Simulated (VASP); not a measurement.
# Ni (Fm-3m) in VASP: a series of runs

Runs on Ni. Level: LDA. Tasks: single point, relaxation of cell and atoms.

All numbers are computed with VASP 6.6.1; they aren't measurements. Logs are shortened: lines on timing, memory, paths and dates and some standing lists are left out, and cuts for length are marked.

### 1 The cell of the first run

Symmetry: Fm-3m, No. 225, cubic system. Conventional cell: a = 3.425 Å, b = 3.425 Å, c = 3.425 Å, α = 90.00°, β = 90.00°, γ = 90.00°. Within 3.2 Å of Ni (site symmetry m-3m) lie 12 Ni at 2.42 Å.

### 2 Single point, LDA, collinear spin, ferromagnetic start

INCAR

```
PREC = Accurate
ENCUT = 520
EDIFF = 1E-7
ISMEAR = -1
SIGMA = 0.05
LREAL = False
LASPH = True
NELM = 150
ALGO = Normal
ISIF = 2
LWAVE = False
LCHARG = False
ISPIN = 2
MAGMOM = 0.8
LORBIT = 11
LMAXMIX = 4
NBANDS = 15
```

KPOINTS

```
regular mesh
0
Gamma
  15 15 15
```

POSCAR

```
Ni
1.0
    0.0000000000      1.7124645921      1.7124645921
    1.7124645921      0.0000000000      1.7124645921
    1.7124645921      1.7124645921      0.0000000000
Ni
1
Direct
    0.0000000000      0.0000000000      0.0000000000
```

Potentials or basis: VASP PAW LDA potentials, release 64 (Ni).

Started as:

```console
$ cat potpaw_LDA.64/Ni/POTCAR > POTCAR
$ mpirun -np 1 vasp_std > vasp.out
```

OUTCAR:

```text
PREC = Accurate
   ENCUT = 520
   EDIFF = 1E-7
   ISMEAR = -1
   LREAL = False
   LASPH = True
   NELM = 150
   ISIF = 2
   ISPIN = 2
   LORBIT = 11

 ion  position               nearest neighbor table
   1  0.000  0.000  0.000-

  LATTYP: Found a face centered cubic cell.
 ALAT       =     3.4249291842

  Lattice vectors:

 A1 = (   0.0000000000,   1.7124645921,   1.7124645921)
 A2 = (   1.7124645921,   0.0000000000,   1.7124645921)
 A3 = (   1.7124645921,   1.7124645921,   0.0000000000)

Analysis of symmetry for initial positions (statically):
=====================================================================
 Subroutine PRICEL returns:
 Original cell was already a primitive cell.

 Routine SETGRP: Setting up the symmetry group for a
 face centered cubic supercell.

 Subroutine GETGRP returns: Found 48 space group operations
 (whereof 48 operations were pure point group operations)
 out of a pool of 48 trial point group operations.

The static configuration has the point symmetry O_h .

Analysis of symmetry for dynamics (positions and initial velocities):
=====================================================================
 Subroutine PRICEL returns:
 Original cell was already a primitive cell.

 Routine SETGRP: Setting up the symmetry group for a
 face centered cubic supercell.

 Subroutine GETGRP returns: Found 48 space group operations
 (whereof 48 operations were pure point group operations)
 out of a pool of 48 trial point group operations.

The dynamic configuration has the point symmetry O_h .

Analysis of structural, dynamic, and magnetic symmetry:
=====================================================================
 Subroutine PRICEL returns:
 Original cell was already a primitive cell.

 Routine SETGRP: Setting up the symmetry group for a
 face centered cubic supercell.

 Subroutine GETGRP returns: Found 48 space group operations
 (whereof 48 operations were pure point group operations)
 out of a pool of 48 trial point group operations.

The overall configuration has the point symmetry O_h .

 Subroutine INISYM returns: Found 48 space group operations
 (whereof 48 operations are pure point group operations),
 and found     1 'primitive' translations

----------------------------------------------------------------------------------------

                                     Primitive cell

  volume of cell :      10.0437

  direct lattice vectors                    reciprocal lattice vectors
     0.000000000  1.712464592  1.712464592    -0.291976840  0.291976840  0.291976840
     1.712464592  0.000000000  1.712464592     0.291976840 -0.291976840  0.291976840
     1.712464592  1.712464592  0.000000000     0.291976840  0.291976840 -0.291976840

[... 117 lines left out ...]
   NGX =  9   NGY =  9   NGZ =  9

 number of electron      10.0000000 magnetization       0.8000000

 number of electron       9.9999990 magnetization       0.6036406

 Free energy of the ion-electron system (eV)
  ---------------------------------------------------
  ext. energy  EPLUGINS =         0.00000000
  ---------------------------------------------------
  free energy    TOTEN  =        -6.58546632 eV

  energy without entropy =       -6.57120533  energy(sigma->0) =       -6.57833583

 E-fermi :  10.2105     XC(G=0): -14.0931

 val. band max:       10.2104043496   @ k =   0.4667   0.2000   0.0667
 cond. band min:      10.2123393887   @ k =  -0.4000   0.2667   0.0000
 fundamental gap:      0.0019350391
 Fermi energy:        10.2104880114

 spin component 1

 k-point     1 :       0.0000    0.0000    0.0000
  band No.  band energies     occupation
      1       0.6625      1.00000
      2       7.6485      1.00000
      3       7.6485      1.00000
      4       7.6485      1.00000
      5       8.9417      1.00000
      6       8.9417      1.00000
      7      34.6637      0.00000
      8      39.0586      0.00000
      9      39.0586      0.00000
     10      39.0586      0.00000
     11      42.3183      0.00000
     12      42.3183      0.00000
     13      42.3183      0.00000
     14      45.2873      0.00000
[... 403 lines left out ...]
      4       8.0808      1.00000
      5       8.5480      1.00000
      6       9.1413      1.00000
      7      30.9138      0.00000
      8      33.6653      0.00000
      9      33.9020      0.00000
     10      36.3253      0.00000
     11      41.5470      0.00000
     12      45.6168      0.00000
     13      47.2802      0.00000
     14      48.0068      0.00000
     15      53.3029      0.00000

 [... further k-points ...]

 spin component 2

 k-point     1 :       0.0000    0.0000    0.0000
  band No.  band energies     occupation
      1       0.7107      1.00000
      2       8.2646      1.00000
      3       8.2646      1.00000
      4       8.2646      1.00000
      5       9.5114      1.00000
      6       9.5114      1.00000
      7      34.6541      0.00000
      8      39.1083      0.00000
      9      39.1083      0.00000
     10      39.1083      0.00000
     11      42.4927      0.00000
     12      42.4927      0.00000
     13      42.4927      0.00000
     14      45.2705      0.00000
[... 403 lines left out ...]
      4       8.7054      1.00000
      5       9.1046      1.00000
      6       9.7202      0.99994
      7      31.0547      0.00000
      8      33.8017      0.00000
      9      33.9722      0.00000
     10      36.3959      0.00000
     11      41.7501      0.00000
     12      45.6970      0.00000
     13      47.3217      0.00000
     14      48.0636      0.00000
     15      53.3353      0.00000

 [... further k-points ...]
[... 5 lines left out ...]
  --------------------------------------------------------------------------------------
  -------------------------------------------------------------------------------------
  Total       -0.0122710     -0.0122710     -0.0122710      0.0000000      0.0000000     -0.0000000
  in kB       -1.9574676     -1.9574676     -1.9574676      0.0000000      0.0000000     -0.0000000
  external PRESSURE =      -1.9574676 kB  Pullay stress =       0.0000000 kB

 VOLUME and BASIS-vectors are now :
 -----------------------------------------------------------------------------
  energy-cutoff  :      520.00
  volume of cell :       10.04
      direct lattice vectors                 reciprocal lattice vectors
     0.000000000  1.712464592  1.712464592    -0.291976840  0.291976840  0.291976840
     1.712464592  0.000000000  1.712464592     0.291976840 -0.291976840  0.291976840
     1.712464592  1.712464592  0.000000000     0.291976840  0.291976840 -0.291976840

 POSITION                                       TOTAL-FORCE (eV/Angst)
 -----------------------------------------------------------------------------------
      0.00000      0.00000      0.00000         0.000000      0.000000      0.000000
 -----------------------------------------------------------------------------------
    total drift:                                0.000000     -0.000000      0.000000

  FREE ENERGIE OF THE ION-ELECTRON SYSTEM (eV)
  ---------------------------------------------------
  free  energy   TOTEN  =        -6.5854663203 eV

  energy  without entropy=       -6.5712053327  energy(sigma->0) =       -6.57833583

 total charge

# of ion       s       p       d       tot
------------------------------------------
    1        0.535   0.571   8.366   9.473

 magnetization (x)

# of ion       s       p       d       tot
------------------------------------------
    1       -0.005  -0.019   0.627   0.603
```

OSZICAR:

```text
N       E                     dE             d eps       ncg     rms          rms(c)
DAV:   1     0.306068246737E+02    0.30607E+02   -0.42333E+03  7741   0.879E+02
DAV:   2    -0.635499533332E+01   -0.36962E+02   -0.34341E+02  8110   0.163E+02
DAV:   3    -0.769925790570E+01   -0.13443E+01   -0.13308E+01  8894   0.302E+01
DAV:   4    -0.770643034435E+01   -0.71724E-02   -0.71714E-02  8762   0.211E+00
DAV:   5    -0.770649735520E+01   -0.67011E-04   -0.67011E-04  9132   0.186E-01    0.110E+01
DAV:   6    -0.689108067230E+01    0.81542E+00   -0.12931E+01 10447   0.410E+01    0.552E+00
DAV:   7    -0.660906682682E+01    0.28201E+00   -0.20129E+00  9185   0.147E+01    0.215E+00
DAV:   8    -0.658869300948E+01    0.20374E-01   -0.23104E-02  9549   0.102E+00    0.926E-01
DAV:   9    -0.658607891026E+01    0.26141E-02   -0.15276E-03 11955   0.224E-01    0.265E-01
DAV:  10    -0.658552433037E+01    0.55458E-03   -0.34807E-04 12181   0.976E-02    0.583E-02
DAV:  11    -0.658546404608E+01    0.60284E-04   -0.65156E-05 11795   0.463E-02    0.251E-02
DAV:  12    -0.658546582126E+01   -0.17752E-05   -0.14923E-06  8280   0.936E-03    0.111E-02
DAV:  13    -0.658546637079E+01   -0.54953E-06   -0.44124E-07  9435   0.583E-03    0.328E-03
DAV:  14    -0.658546632032E+01    0.50461E-07   -0.11555E-08  6435   0.119E-03
   1 F= -.65854663E+01 E0= -.65783358E+01  d E =-.142610E-01  mag=     0.6036
```

Wall time 40 s (1 thread of AMD EPYC 7R43 (Zen 3), shared host); peak memory 0.1 GiB.

Results:

```
Free energy                                           : -6.5855 eV
Pressure                                              : -0.2 GPa
Net moment                                            : 0.60 μB per cell
Site moments                                          : Ni +0.60 μB
Valence electrons inside the program's atomic spheres : Ni 9.47
```

### 3 Relaxation of cell and atoms, LDA, collinear spin, ferromagnetic start

This run uses another cell than the first one, of 10.94 Å³/atom, 1.089 times its volume.

INCAR

```
PREC = Accurate
ENCUT = 600
EDIFF = 1E-6
ISMEAR = -1
SIGMA = 0.05
LREAL = F
LASPH = T
NELM = 150
ALGO = Normal
ISIF = 3
LWAVE = F
LCHARG = F
ISPIN = 2
MAGMOM = 0.8
LORBIT = 11
LMAXMIX = 4
GGA = CA
IBRION = 2
NSW = 80
EDIFFG = -0.01
```

KPOINTS

```
Automatic mesh
0
Gamma
  15 15 15
```

POSCAR

```
Ni
1.0
    0.0000000000      1.7619400000      1.7619400000
    1.7619400000      0.0000000000      1.7619400000
    1.7619400000      1.7619400000      0.0000000000
Ni
1
Direct
    0.0000000000      0.0000000000      0.0000000000
```

Potentials or basis: VASP PAW LDA potentials, release 64 (Ni).

Started as:

```console
$ cat potpaw_LDA.64/Ni/POTCAR > POTCAR
$ mpirun -np 1 vasp_std > vasp.out
```

Run time: 76 s. Hardware: 1 thread of AMD EPYC 7R43 (Zen 3), shared host; peak memory 0.11 GiB.

Results (log left out):

- Free energy: -6.5859 eV
- Relaxed volume: 10.03 Å³/atom
- Relaxed cell: a = 2.421 Å, b = 2.421 Å, c = 2.421 Å, α = 60.00°, β = 60.00°, γ = 60.00°
- Space group after relaxing (to 0.05 Å): Fm-3m (No. 225)
- Energy gained by relaxing: 54.5 meV/atom
- Ionic steps: 4
- Pressure after relaxing: 0.0 GPa
- Net moment: 0.60 μB per cell
- Site moments: Ni +0.60 μB
- Valence electrons inside the program's atomic spheres: Ni 9.47

Step by step:
```tsv
step	energy change (eV)	largest force (eV/Å)	pressure (GPa)	volume (Å³)
1	0.0000	0.0000	-17.73	10.94
2	0.0214	0.0000	29.61	9.13
3	-0.0545	0.0000	-0.43	10.05
4	-0.0545	0.0000	0.00	10.03
```

Final structure:
```
Ni
1.0
     0.00000    1.71181    1.71181
     1.71181    0.00000    1.71181
     1.71181    1.71181    0.00000
Ni
1
Direct
  0.00000 0.00000 0.00000
```

Levels at points of the mesh, in eV from the Fermi level:
Spin up:
```csv
k point,band 1,band 2,band 3,band 4,band 5,band 6,band 7,band 8,band 9
"(0.00, 0.00, 0.00)",-9.56,-2.56,-2.56,-2.56,-1.27,-1.27,24.46,28.87,28.87
```
Spin down:
| k point | band 3 | band 4 | band 5 | band 6 | band 7 | band 8 |
| --- | --- | --- | --- | --- | --- | --- |
| (0.00, 0.00, 0.00) | -1.95 | -1.95 | -0.70 | -0.70 | 24.45 | 28.92 |

### 4 Single point, LDA

This run uses another cell than the first one, of 10.01 Å³/atom, 0.996 times its volume.

INCAR

```
PREC = Accurate
ENCUT = 520
EDIFF = 1E-7
ISMEAR = -1
SIGMA = 0.1
LREAL = F
LASPH = T
NELM = 100
ALGO = Normal
ISIF = 2
LWAVE = F
LCHARG = F
GGA = CA
NBANDS = 11
```

KPOINTS

```
regular mesh
0
Gamma
  15 15 15
```

POSCAR

```
Ni
1.0
    0.0000000000      1.7104399103      1.7104399103
    1.7104399103      0.0000000000      1.7104399103
    1.7104399103      1.7104399103      0.0000000000
Ni
1
Direct
    0.0000000000      0.0000000000      0.0000000000
```

Potentials or basis: VASP PAW LDA potentials, release 64 (Ni).

Started as:

```console
$ cat potpaw_LDA.64/Ni/POTCAR > POTCAR
$ mpirun -np 1 vasp_std > vasp.out
```

OUTCAR:

```text
PREC = Accurate
   ENCUT = 520
   EDIFF = 1E-7
   ISMEAR = -1
   LREAL = F
   LASPH = T
   NELM = 100
   ISIF = 2
   GGA = CA

 ion  position               nearest neighbor table
   1  0.000  0.000  0.000-

  LATTYP: Found a face centered cubic cell.
 ALAT       =     3.4208798206

  Lattice vectors:

 A1 = (   0.0000000000,   1.7104399103,   1.7104399103)
 A2 = (   1.7104399103,   0.0000000000,   1.7104399103)
 A3 = (   1.7104399103,   1.7104399103,   0.0000000000)

Analysis of symmetry for initial positions (statically):
[... 506 lines left out ...]
      3       8.4157      2.00000
      4       8.4561      2.00000
      5       8.8899      1.99999
      6       9.4991      1.99729
      7      31.0857      0.00000
      8      33.8460      0.00000
      9      34.0325      0.00000
     10      36.4639      0.00000
     11      41.8024      0.00000

 [... further k-points ...]
[... 5 lines left out ...]
  --------------------------------------------------------------------------------------
  -------------------------------------------------------------------------------------
  Total       -0.0057669     -0.0057669     -0.0057669     -0.0000000      0.0000000      0.0000000
  in kB       -0.9232158     -0.9232158     -0.9232158     -0.0000000      0.0000000      0.0000000
  external PRESSURE =      -0.9232158 kB  Pullay stress =       0.0000000 kB

 VOLUME and BASIS-vectors are now :
 -----------------------------------------------------------------------------
  energy-cutoff  :      520.00
  volume of cell :       10.01
      direct lattice vectors                 reciprocal lattice vectors
     0.000000000  1.710439910  1.710439910    -0.292322459  0.292322459  0.292322459
     1.710439910  0.000000000  1.710439910     0.292322459 -0.292322459  0.292322459
     1.710439910  1.710439910  0.000000000     0.292322459  0.292322459 -0.292322459

 POSITION                                       TOTAL-FORCE (eV/Angst)
 -----------------------------------------------------------------------------------
      0.00000      0.00000      0.00000         0.000000      0.000000      0.000000
 -----------------------------------------------------------------------------------
    total drift:                               -0.000000     -0.000000     -0.000000

  FREE ENERGIE OF THE ION-ELECTRON SYSTEM (eV)
  ---------------------------------------------------
  free  energy   TOTEN  =        -6.5918254311 eV

  energy  without entropy=       -6.5118375306  energy(sigma->0) =       -6.55183148
```

OSZICAR:

```text
N       E                     dE             d eps       ncg     rms          rms(c)
DAV:   1     0.280563681642E+02    0.28056E+02   -0.49468E+03  2760   0.127E+03
DAV:   2    -0.679074287067E+01   -0.34847E+02   -0.33063E+02  2751   0.175E+02
DAV:   3    -0.771104920462E+01   -0.92031E+00   -0.91322E+00  3000   0.332E+01
DAV:   4    -0.771884521291E+01   -0.77960E-02   -0.77937E-02  2915   0.270E+00
DAV:   5    -0.771900980767E+01   -0.16459E-03   -0.16459E-03  3040   0.370E-01    0.109E+01
DAV:   6    -0.691576279904E+01    0.80325E+00   -0.14614E+01  3203   0.557E+01    0.551E+00
DAV:   7    -0.661655619447E+01    0.29921E+00   -0.23644E+00  3165   0.210E+01    0.201E+00
DAV:   8    -0.659412657562E+01    0.22430E-01   -0.27735E-02  3874   0.156E+00    0.535E-01
DAV:   9    -0.659182263373E+01    0.23039E-02   -0.19812E-03  3854   0.316E-01    0.482E-02
DAV:  10    -0.659182188532E+01    0.74842E-06   -0.34885E-05  3663   0.476E-02    0.340E-02
DAV:  11    -0.659182544102E+01   -0.35557E-05   -0.15054E-06  3395   0.146E-02    0.259E-03
DAV:  12    -0.659182543108E+01    0.99403E-08   -0.30633E-08  1737   0.149E-03
   1 F= -.65918254E+01 E0= -.65518315E+01  d E =-.799879E-01
```

Wall time 7.1 s (1 thread of Intel Xeon Platinum 8375C at 2.90GHz (Ice Lake), shared host); peak memory 0.12 GiB.

Results:

```
Free energy            : -6.5918 eV
Pressure               : -0.1 GPa
Band gap on the k mesh : zero (band 5 reaches 10.30 eV, above the bottom of band 6 at 9.24 eV)
```

Levels at points of the mesh, in eV from the Fermi level:
| k point | band 1 | band 2 | band 3 | band 4 | band 5 | band 6 | band 7 | band 8 | band 9 | band 10 |
| --- | --- | --- | --- | --- | --- | --- | --- | --- | --- | --- |
| (0.00, 0.00, 0.00) | -9.44 | -2.14 | -2.14 | -2.14 | -0.87 | -0.87 | 24.58 | 29.04 | 29.04 | 29.04 |

Caveat: the run has no spin polarisation, though such a crystal can be magnetic. Spin polarisation is off, so any magnetic state and its effect on volume and gap are missing.

### 5 Relaxation of cell and atoms, LDA

This run uses another cell than the first one, of 10.94 Å³/atom, 1.089 times its volume.

INCAR

```
  PREC = Accurate
  ENCUT = 600
  EDIFF = 1E-7
  ISMEAR = -1
  SIGMA = 0.1
  LREAL = False
  LASPH = True
  NELM = 100
  ALGO = Normal
  ISIF = 3
  LWAVE = False
  LCHARG = False
  IBRION = 2
  NSW = 80
  EDIFFG = -0.01
```

KPOINTS is that of step 4.

POSCAR

```
Ni
1.0
    0.0000000000      1.7619400000      1.7619400000
    1.7619400000      0.0000000000      1.7619400000
    1.7619400000      1.7619400000      0.0000000000
Ni
1
Direct
    0.0000000000      0.0000000000      0.0000000000
```

Started as:

```console
$ cat potpaw_LDA.64/Ni/POTCAR > POTCAR
$ mpirun -np 1 vasp_std > vasp.out
```

Run time: 21 s. Hardware: 1 thread of Intel Xeon Platinum 8375C at 2.90GHz (Ice Lake), shared host; peak memory 0.13 GiB.

The run converged. Its results:

- Free energy: -6.5923 eV
- Relaxed volume: 10.00 Å³/atom
- Relaxed cell: a = 2.418 Å, b = 2.418 Å, c = 2.418 Å, α = 60.00°, β = 60.00°, γ = 60.00°
- Space group after relaxing (to 0.05 Å): Fm-3m (No. 225)
- Energy gained by relaxing: 58.5 meV/atom
- Ionic steps: 4
- Pressure after relaxing: 0.0 GPa
- Band gap on the k mesh: zero (band 5 reaches 10.32 eV, above the bottom of band 6 at 9.25 eV)

The path:
```
step  energy change (eV)  largest force (eV/Å)  pressure (GPa)  volume (Å³)
   1              0.0000                0.0000          -18.27        10.94
   2              0.0226                0.0000           31.04         9.08
   3             -0.0585                0.0000           -0.46        10.02
   4             -0.0585                0.0000            0.01        10.00
```

Final structure:
```yaml
crystal:
  lattice:
    - [0.00000, 1.71001, 1.71001]
    - [1.71001, 0.00000, 1.71001]
    - [1.71001, 1.71001, 0.00000]
  atoms:
    - { symbol: Ni, position: [0.00000, 0.00000, 0.00000] }
```

Levels at points of the mesh, in eV from the Fermi level:
| k point | band 3 | band 4 | band 5 | band 6 | band 7 | band 8 |
| --- | --- | --- | --- | --- | --- | --- |
| (0.00, 0.00, 0.00) | -2.14 | -2.14 | -0.87 | -0.87 | 24.59 | 29.05 |

Caveat: the run has no spin polarisation, though such a crystal can be magnetic.

### 6 Summary

```tsv
task	spin	cell	cutoff (eV)	smearing	gap on the mesh (eV)	pressure (GPa)	moment (μB)	relaxed volume (Å³/atom)
single point	collinear, ferromagnetic start	a = 2.422 Å, angles 60.0°, 1 atom	520	fermi-dirac 0.05 eV	none	-0.2	0.60	-
relaxation of cell and atoms	collinear, ferromagnetic start	relaxed from a = 2.492 Å, angles 60.0°, 1 atom	600	fermi-dirac 0.05 eV	none	0.0	0.60	10.03
single point	off	a = 2.419 Å, angles 60.0°, 1 atom	520	fermi-dirac 0.1 eV	none	-0.1	-	-
relaxation of cell and atoms	off	relaxed from a = 2.492 Å, angles 60.0°, 1 atom	600	fermi-dirac 0.1 eV	none	0.0	-	10.00
```

Alike in all rows: level LDA; potentials or basis VASP PAW LDA potentials, release 64 (Ni); k mesh 15 × 15 × 15.

Total energies depend on the potentials used, so only differences within one code and one set of settings carry meaning.
